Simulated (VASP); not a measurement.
Write the native input for VASP 6.6.1 that does the following.

```yaml
Task: single point
Functional: PBE
Potentials_or_basis: VASP PAW PBE potentials, release 64 (Ba_sv, Ti_sv, O)
Cutoff: 520 eV
k_mesh: 7 × 7 × 7
Occupations: fermi-dirac, width 0.05 eV
Spin: no spin polarisation
Dipole_correction: no
Further_INCAR_settings: ALGO = Normal; EDIFF = 1e-07; NBANDS = 28
```

The structure of BaTiO3 lies in POSCAR:

```
BaTiO3
1.0
    2.7891542673      1.6103189670      2.2870600104
   -2.7891542673      1.6103189670      2.2870600104
    0.0000000000     -3.2206379340      2.2870600104
Ba Ti O
1 1 3
Direct
    0.0000000000      0.0000000000      0.0000000000
    0.4845000000      0.4845000000      0.4845000000
    0.5086000000      0.0175000000      0.5086000000
    0.0175000000      0.5086000000      0.5086000000
    0.5086000000      0.5086000000      0.0175000000
```

This cell differs from its parent crystal: volume scaled by 0.96.

The input as run:

INCAR

```
ALGO = Normal ; EDIFF = 1E-7
ENCUT = 520 ; GGA = PE
ISIF = 2 ; ISMEAR = -1
LASPH = T ; LCHARG = T
LELF = T ; LREAL = F
LVHAR = T ; LWAVE = F
NBANDS = 28 ; NELM = 60
PREC = Accurate ; SIGMA = 0.05
```

KPOINTS

```
k-points
0
Gamma
  7 7 7
```

Potentials or basis: VASP PAW PBE potentials, release 64 (Ba_sv, Ti_sv, O).

Run with:

```bash
$ cat potpaw_PBE.64/Ba_sv/POTCAR potpaw_PBE.64/Ti_sv/POTCAR potpaw_PBE.64/O/POTCAR > POTCAR
$ mpirun -np 1 vasp_std > vasp.out
```

Results of the run:

| Property | Result |
| --- | --- |
| Pressure | 15.1 GPa |
| Largest force | 0.664 eV/Å |
| Band gap on the k mesh | 2.55 eV, indirect (least direct gap 2.85 eV) |

Caveat: spin-orbit coupling is left out, which moves the levels of the heavy elements.

Run time: 2.2 min on 1 thread of AMD EPYC 7R13, with other jobs on the host, peak memory 0.19 GiB.
